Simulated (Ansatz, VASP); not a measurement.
Na4HF3 in VASP and in Ansatz

```xyz
8
Lattice="3.3475 0.0000 0.0000 0.0000 4.7240 0.0000 0.0000 0.0000 6.6882" Properties=species:S:1:pos:R:3 pbc="T T T"
Na    0.0000    0.0000    0.0257
Na    1.6737    2.3620    1.6720
Na    3.3475    0.0000    3.3184
Na    1.6737    2.3620    5.0161
F     0.0000    2.3620    0.0113
F     1.6737    0.0000    1.6720
F     3.3475    2.3620    3.3328
H     1.6737    0.0000    5.0161
```

Alike in both runs: functional PBE; k mesh 8 × 6 × 4; occupations gaussian, width 0.02 eV; no spin polarisation.

Ansatz relaxed the structure, and its values are those at the end. VASP's run is a single point on that final structure, the one shown.

|  | VASP | Ansatz |
| --- | --- | --- |
| version | VASP 6.6.1 | Ansatz 0.2.0 |
| potentials or method | VASP PAW PBE potentials, release 64 (Na_pv, F, H), cutoff 520 eV | scalar-relativistic, plane waves, PAW |
| valence electrons in the cell | 50 | 58 |

```tsv
	VASP	Ansatz	Ansatz less VASP
gap on the k mesh at the Fermi level (eV)	4.09	4.10	+0.005
least direct gap on the mesh (eV)	5.11	5.11	+0.004
pressure (GPa)	-0.1	0.0	+0.13
```

VASP's potentials hold 50 valence electrons a cell and Ansatz's 58, so a difference there can come from the potentials and not from the codes.
